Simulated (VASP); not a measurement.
Input of a VASP 6.6.1 run:

Contents of INCAR:

```
PREC = Accurate ; ENCUT = 520
EDIFF = 1E-7 ; ISMEAR = 0
SIGMA = 0.02 ; LREAL = Auto
LASPH = T ; NELM = 60
ALGO = Normal ; ISIF = 2
LWAVE = F ; LCHARG = F
GGA = CA ; NBANDS = 53
```

Contents of KPOINTS:

```
regular mesh
0
Gamma
  2 2 2
```

File POSCAR:

```
Si16Ge
1.0
    0.0000000000      5.4300000000      5.4300000000
    5.4300000000      0.0000000000      5.4300000000
    5.4300000000      5.4300000000      0.0000000000
Si Ge
16 1
Direct
    0.0002169429      0.0009292818      0.0014779006
    0.1247644567      0.1249957643      0.1255348066
    0.0006938306      0.0004185083      0.4982111418
    0.1196906077      0.1198661142      0.6306303867
    0.0007493554      0.4976686924      0.0009261510
    0.1198842541      0.6299422652      0.1205113260
   -0.0110781768      0.5018383978      0.5027360037
    0.1216524862      0.6281125230      0.6286331492
    0.4974355433      0.0009672192      0.0014366483
    0.6279390424      0.1218675875      0.1223116022
    0.5016625230     -0.0108954880      0.5071643646
    0.6296862799      0.1200476059      0.6304452118
    0.5021099448      0.5067217311     -0.0104342541
    0.6298992634      0.6301226519      0.1203281768
    0.5065539595      0.5022953959      0.5022795580
    0.6248010129      0.6249894107      0.6254601289
    0.3748020258      0.3749930018      0.3754548803
```

Potentials or basis: VASP PAW LDA potentials, release 64 (Si, Ge_d).

Command:

```sh
$ cat potpaw_LDA.64/Si/POTCAR potpaw_LDA.64/Ge_d/POTCAR > POTCAR
$ mpirun -np 1 vasp_std > vasp.out
```

Question: Predict the largest force.

Answer: 0.009 eV/Å.

Question: Predict the pressure.

Answer: 2.9 GPa.

Forces in eV/Å, atoms in the order of the input:
```
Si  -0.001 -0.001 -0.002
Si  -0.002 -0.001  0.001
Si   0.000  0.001 -0.002
Si   0.000  0.000 -0.002
Si   0.000 -0.001  0.002
Si   0.001 -0.001 -0.001
Si   0.008 -0.003 -0.002
Si  -0.001 -0.001  0.001
Si  -0.001  0.000  0.002
Si  -0.001  0.000  0.000
Si  -0.004  0.006 -0.003
Si   0.000  0.001  0.001
Si  -0.006 -0.005  0.002
Si   0.001  0.001  0.002
Si   0.008  0.004  0.001
Si  -0.003 -0.002  0.001
Ge   0.001  0.001 -0.001
```

Caveat: the k points lie up to 0.50 Å⁻¹ apart.
